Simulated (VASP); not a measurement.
Wanted: the native input for a VASP 6.6.1 run.

```yaml
Task: single point
Functional: PBE
Potentials_or_basis: VASP PAW PBE potentials, release 64 (In_d)
Cutoff: 520 eV
k_mesh: 11 × 11 × 11
Occupations: gaussian, width 0.011 eV
Spin: no spin polarisation
Dipole_correction: no
Further_INCAR_settings: ALGO = Normal; EDIFF = 1e-06; NBANDS = 12
```

The structure of In lies in POSCAR:

```
In
1.0
   -1.6254700000      1.6254700000      2.4737000000
    1.6254700000     -1.6254700000      2.4737000000
    1.6254700000      1.6254700000     -2.4737000000
In
1
Direct
    0.0000000000      0.0000000000      0.0000000000
```

These files were run (other wordings do the same):

INCAR

```
  PREC = Accurate
  ENCUT = 520
  EDIFF = 1E-6
  ISMEAR = 0
  SIGMA = 0.011
  LREAL = False
  LASPH = True
  NELM = 60
  ALGO = Normal
  ISIF = 2
  LWAVE = False
  LCHARG = False
  GGA = PE
  NBANDS = 12
```

KPOINTS

```
Automatic mesh
0
Gamma
  11 11 11
```

Potentials or basis: VASP PAW PBE potentials, release 64 (In_d).

Run with:

```sh
$ cat potpaw_PBE.64/In_d/POTCAR > POTCAR
$ mpirun -np 1 vasp_std > vasp.out
```

It gave:

* Pressure: 2.0 GPa

Wall time 30 s on 1 thread of Intel(R) Xeon(R) Platinum 8375C CPU @ 2.90GHz (Ice Lake), with other jobs on the host, peak memory 0.18 GiB.
